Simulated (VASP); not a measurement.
A run of VASP 6.6.1 is set up as follows.

Contents of INCAR:

```
ALGO = Normal
EDIFF = 1E-6
ENCUT = 520
GGA = PE
ISIF = 2
ISMEAR = -1
LASPH = True
LCHARG = False
LREAL = False
LWAVE = False
NBANDS = 11
NELM = 100
PREC = Accurate
SIGMA = 0.02
```

File KPOINTS:

```
k-points
0
Gamma
  10 10 10
```

File POSCAR:

```
MgO
1.0
    0.0000000000      2.0306943129      2.1021680257
    2.0306943129      0.0000000000      2.1021680257
    2.0306943129      2.0306943129      0.0000000000
Mg O
1 1
Direct
    0.0000000000      0.0000000000      0.0000000000
    0.5000000000      0.5000000000      0.5000000000
```

Potentials or basis: VASP PAW PBE potentials, release 64 (Mg, O).

Command:

```console
$ cat potpaw_PBE.64/Mg/POTCAR potpaw_PBE.64/O/POTCAR > POTCAR
$ mpirun -np 1 vasp_std > vasp.out
```

(1) Predict the band gap on the k mesh.

(2) What does it give for the pressure?

Answers

(1) 5.44 eV, direct.

(2) 19.1 GPa.

Caveat: the cell differs from its parent crystal (biaxial xy strain -3.4%).
